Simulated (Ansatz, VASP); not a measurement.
**One calculation of Ni, two programs**

```xyz
1
Lattice="-1.3837 1.3837 1.3837 1.3837 -1.3837 1.3837 1.3837 1.3837 -1.3837" Properties=species:S:1:pos:R:3 pbc="T T T"
Ni    0.0000    0.0000    0.0000
```

Alike in both runs: task single point; functional LDA; k mesh 15 × 15 × 15; collinear spin.

|  | VASP | Ansatz |
| --- | --- | --- |
| version | VASP 6.6.1 | Ansatz 0.2.0 |
| potentials or method | VASP PAW LDA potentials, release 64 (Ni) | plane waves, PAW |
| plane-wave cutoff (eV) | 520 | 420 |
| occupations | fermi-dirac, width 0.1 eV | fermi-dirac |
| valence electrons in the cell | 10 | 18 |

Ansatz gave:

| Quantity | Value |
| --- | --- |
| pressure (GPa) | -10.6 |
| net moment per atom (μB) | 0.38 |
| size of the moment on the site where the two differ most (μB) | 0.40 |

Q: Estimate VASP's values.

A: Pressure (GPa): -11.2; net moment per atom (μB): 0.17; size of the moment on the site where the two differ most (μB): 0.16.

The net moments are unlike, so the other rows may belong to different states. LDA's correlation is that of Perdew and Zunger in VASP and of Perdew and Wang (1992) in Ansatz. Site moments also hang on the region over which each program counts them. VASP's potentials hold 10 valence electrons a cell and Ansatz's 18, so a difference there can come from the potentials and not from the codes.
